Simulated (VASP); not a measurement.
Runs of VASP 6.6.1 on Al. The structure is that of space group Pm-3m (No. 221), or close to it. The cells are those of the table. 

```csv
task,cell,k mesh,cutoff (eV),gap on the mesh (eV),pressure (GPa),relaxed volume (Å³/atom)
single point,"a = 2.685, b = 2.685, c = 2.852 Å, 1 atom",6 × 6 × 6,520,none,0.2,-
relaxation of cell and atoms,"relaxed from a = 2.685, b = 2.685, c = 2.852 Å, 1 atom",20 × 20 × 20,600,none,0.0,20.17
relaxation of cell and atoms,"relaxed from a = 2.507, b = 2.507, c = 2.668 Å, 1 atom",6 × 6 × 6,600,none,-0.1,20.72
single point,"a = 2.722, b = 2.722, c = 2.722 Å, 1 atom",20 × 20 × 20,520,none,0.0,-
single point,"a = 2.507, b = 2.507, c = 2.668 Å, 1 atom",6 × 6 × 6,520,none,(a),-
```

Alike in all rows: level PBE; potentials or basis VASP PAW PBE potentials, release 64 (Al); no spin polarisation; smearing gaussian 0.1 eV.

Q: Estimate the missing entries.

A: (a) 16.4.

Caveats: some runs use coarse meshes; the volume moved by over 15 % at a fixed basis, so the end points are rough (some runs).

A gap of «none» marks levels without a gap at the run's occupations.
